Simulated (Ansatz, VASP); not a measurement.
# MgNb2O4 in VASP and in Ansatz

```
Mg Nb O
1.0
     0.00000    4.35543    4.35543
     4.35543    0.00000    4.35543
     4.35543    4.35543    0.00000
Mg Nb O
2 4 8
Direct
  0.00000 0.00000 0.00000
  0.25000 0.25000 0.25000
  0.62500 0.62500 0.12500
  0.62500 0.62500 0.62500
  0.12500 0.62500 0.62500
  0.62500 0.12500 0.62500
  0.87319 0.38043 0.87319
  0.38043 0.87319 0.87319
  0.87319 0.87319 0.38043
  0.87319 0.87319 0.87319
  0.37681 0.37681 0.86957
  0.37681 0.86957 0.37681
  0.86957 0.37681 0.37681
  0.37681 0.37681 0.37681
```

Alike in both runs: functional PBE; k mesh 3 × 3 × 3; occupations gaussian, width 0.15 eV; no spin polarisation.

Ansatz relaxed the structure, and its values are those at the end. VASP's run is a single point on that final structure, the one shown.

```csv
,VASP,Ansatz
version,VASP 6.6.1,Ansatz 0.2.0
potentials or method,"VASP PAW PBE potentials, release 64 (Mg, Nb_sv, O), cutoff 520 eV","scalar-relativistic, plane waves, PAW"
valence electrons in the cell,104,120
```

```csv
,VASP,Ansatz,Ansatz less VASP
gap on the k mesh at the Fermi level (eV),none,none,-
pressure (GPa),-0.3,0.0,+0.29
```

A gap of «none» marks a metal or a gap that the smearing closes. With one functional, cell and mesh, what is left measures potentials, basis and numerics. VASP's potentials hold 104 valence electrons a cell and Ansatz's 120, so a difference there can come from the potentials and not from the codes.

The k mesh is coarse, so the values compare programs but aren't converged.
